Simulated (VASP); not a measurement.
# CoW3: single point with PBEsol

CoW3:

```
W Co
1.0
     0.00000    3.11251    3.11251
     3.11251    0.00000    3.11251
     3.11251    3.11251    0.00000
W Co
3 1
Direct
  0.25000 0.25000 0.25000
  0.75000 0.75000 0.75000
  0.50000 0.50000 0.50000
  0.00000 0.00000 0.00000
```

```json
{
  "Program": "VASP 6.6.1",
  "Task": "single point",
  "Functional": "PBEsol",
  "Potentials or basis": "VASP PAW PBE potentials, release 64 (W_sv, Co)",
  "Cutoff": "520 eV",
  "k mesh": "12 × 12 × 12",
  "Occupations": "gaussian, width 0.1 eV",
  "Spin": "no spin polarisation"
}
```

```
Pressure : -11.5 GPa
```

Levels at points of the mesh, in eV from the Fermi level:
```tsv
k point	band 24	band 25	band 26	band 27	band 28	band 29
(0.00, 0.00, 0.00)	-1.43	-0.29	-0.29	3.05	3.05	3.40
(0.50, 0.00, 0.00)	-2.49	0.19	0.19	0.95	0.95	1.26
(0.50, 0.50, 0.00)	-0.56	-0.56	-0.31	0.76	0.76	0.93
```

Run time: 3.2 min on 1 thread of AMD EPYC 9R45 96-Core Processor (Zen 5), with other jobs on the host, peak memory 0.26 GiB.

Caveat: the PAW data sets were made with another functional, which shifts forces and pressure a little; spin-orbit coupling is left out, which moves the levels of the heavy elements. Spin polarisation is off, so any magnetic state and its effect on volume and gap are missing.
